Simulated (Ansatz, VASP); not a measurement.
CuO in VASP and in Ansatz

The input INCAR:

```
SYSTEM = CuO
PREC = Accurate ; ENCUT = 520
EDIFF = 1E-6 ; ISMEAR = 0
SIGMA = 0.1 ; LREAL = .False.
LASPH = .True. ; NELM = 80
ALGO = Normal ; ISIF = 2
LWAVE = .False. ; LCHARG = .True.
GGA = PS ; LELF = .True.
LVHAR = .True. ; NBANDS = 25
```

KPOINTS

```
regular mesh
0
Gamma
  1 1 1
  0 0 0
```

POSCAR

```
CuO
1.0
    2.3446500000     -1.7134000000      0.0000000000
    2.3446500000      1.7134000000      0.0000000000
   -0.8605500000      0.0000000000      5.0594400000
Cu O
2 2
Direct
    0.0032000000      0.4968000000      0.0000000000
    0.4968000000      0.0032000000      0.5000000000
    0.5714000000      0.4056000000      0.2537000000
    0.4056000000      0.5714000000      0.7537000000
```

Input for Ansatz:

```yaml
crystal:
  lattice:
    - [2.34465, -1.7134, 0.0]
    - [2.34465, 1.7134, 0.0]
    - [-0.86055, 0.0, 5.05944]
  atoms:
    - { symbol: Cu, position: [0.0032, 0.4968, 0.0] }
    - { symbol: Cu, position: [0.4968, 0.0032, 0.5] }
    - { symbol: O, position: [0.5714, 0.4056, 0.2537] }
    - { symbol: O, position: [0.4056, 0.5714, 0.7537] }
basis:
  ecutwfc: 420
kpoints:
  mp_grid: { grid: [1, 1, 1] }
hamiltonian:
  xc: pbesol
scf:
  occupations: { method: gaussian, width: 0.1 }
output:
  forces: true
  stress: true
  eigenvalues: true
```

Alike in both runs: task single point; functional PBEsol; k mesh 1 × 1 × 1; occupations gaussian, width 0.1 eV; no spin polarisation.

|  | VASP | Ansatz |
| --- | --- | --- |
| version | VASP 6.6.1 | Ansatz 0.2.0 |
| potentials or method | VASP PAW PBE potentials, release 64 (Cu, O), cutoff 520 eV | scalar-relativistic, plane waves, PAW |
| valence electrons in the cell | 34 | 50 |

|  | VASP | Ansatz | Ansatz less VASP |
| --- | --- | --- | --- |
| gap on the k mesh at the Fermi level (eV) | 0.26 | 0.27 | +0.013 |
| least direct gap on the mesh (eV) | 0.26 | 0.27 | +0.013 |
| pressure (GPa) | -2.8 | -2.5 | +0.28 |
| traceless stress, the component that is largest in VASP (GPa) | 19.72 | 18.91 | -0.815 |
| rms of the force components (eV/Å) | 0.851 | 0.870 | +0.0189 |

VASP's potentials were made for PBE, not for PBEsol. Atom by atom the forces differ by 0.036 eV/Å (rms over components). With one functional, cell and mesh, what is left measures potentials, basis and numerics. VASP's potentials hold 34 valence electrons a cell and Ansatz's 50, so a difference there can come from the potentials and not from the codes.

The k mesh is coarse, so the values compare programs but aren't converged.
